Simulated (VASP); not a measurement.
Input of a VASP 6.6.1 run:

Contents of INCAR:

```
SYSTEM = Si4C3
PREC = Accurate
ENCUT = 520
EDIFF = 1E-7
ISMEAR = 0
SIGMA = 0.05
LREAL = .FALSE.
LASPH = .TRUE.
NELM = 200
ALGO = Normal
ISIF = 2
LWAVE = .FALSE.
LCHARG = .FALSE.
ISPIN = 2
MAGMOM = 0 0 0 0 0 0 2
LORBIT = 11
LDIPOL = .TRUE.
IDIPOL = 3
DIPOL = 0.5 0.5 0.357
GGA = PE
IBRION = 2
NSW = 36
EDIFFG = -0.025
GGA_COMPAT = .FALSE.
NELMIN = 4
NELMDL = -8
KPAR = 4
```

KPOINTS

```
Automatic mesh
0
G
  9 9 1
  0 0 0
```

Contents of POSCAR:

```
Si4C3
1.0
    3.0967389913      0.0000000000      0.0000000000
   -1.5483694956      2.6818546353      0.0000000000
    0.0000000000      0.0000000000     21.1135575009
C Si
3 4
Selective dynamics
Direct
    0.0000000000      0.0000000000      0.1894517302  F F F
    0.3333333333      0.6666666667      0.3092078063  F F F
    0.6666666667      0.3333333333      0.4307637748  F F F
    0.3333333333      0.6666666667      0.2193907492  F F F
    0.6666666667      0.3333333333      0.3368742035  F F F
    0.0000000000      0.0000000000      0.4553262756  F F F
    0.0000000000      0.0000000000      0.5604719858  F F T
```

Potentials or basis: VASP PAW PBE potentials, release 64 (C, Si).

Launch:

```sh
$ cat potpaw_PBE.64/C/POTCAR potpaw_PBE.64/Si/POTCAR > POTCAR
$ mpirun -np 4 vasp_std > vasp.out
```

**Question.** Estimate the energy gained by relaxing.

**Answer.** 30.9 meV/atom.

**Question.** Predict the net moment.

**Answer.** 0.00 μB per cell.

Final structure:
```xyz
7
Lattice="3.0967 0.0000 0.0000 -1.5484 2.6819 0.0000 0.0000 0.0000 21.1136" Properties=species:S:1:pos:R:3 pbc="T T T"
C     0.0000    0.0000    4.0000
C     0.0000    1.7879    6.5285
C     1.5484    0.8940    9.0950
Si    0.0000    1.7879    4.6321
Si    1.5484    0.8940    7.1126
Si    0.0000    0.0000    9.6136
Si    0.0000    0.0000   12.0584
```
